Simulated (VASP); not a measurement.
Input of a VASP 6.6.1 run:

INCAR

```
PREC = Accurate
ENCUT = 520
EDIFF = 1E-6
ISMEAR = 0
SIGMA = 0.01
LREAL = F
LASPH = T
NELM = 60
ALGO = Normal
ISIF = 2
LWAVE = F
LCHARG = F
NBANDS = 30
```

KPOINTS

```
regular mesh
0
Gamma
  4 4 4
```

The input POSCAR:

```
CsSnI3
1.0
    6.2413961542      0.0000000000      0.0000000000
    0.0000000000      6.2413961542      0.0000000000
    0.0000000000      0.0000000000      6.2413961542
Cs Sn I
1 1 3
Direct
    0.0000000000      0.0000000000      0.0000000000
    0.5000000000      0.5000000000      0.5000000000
    0.0000000000      0.5000000000      0.5000000000
    0.5000000000      0.0000000000      0.5000000000
    0.5000000000      0.5000000000      0.0000000000
```

Potentials or basis: VASP PAW LDA potentials, release 64 (Cs_sv, Sn_d, I).

Run with:

```sh
$ cat potpaw_LDA.64/Cs_sv/POTCAR potpaw_LDA.64/Sn_d/POTCAR potpaw_LDA.64/I/POTCAR > POTCAR
$ mpirun -np 1 vasp_std > vasp.out
```

Estimate the pressure.

-1.5 GPa.

What does it give for the band gap on the k mesh?

0.33 eV.

Caveat: semilocal functionals underestimate gaps, and a narrow one can read as zero; spin-orbit coupling is left out, which moves the levels of the heavy elements. A k mesh can miss the band edges.
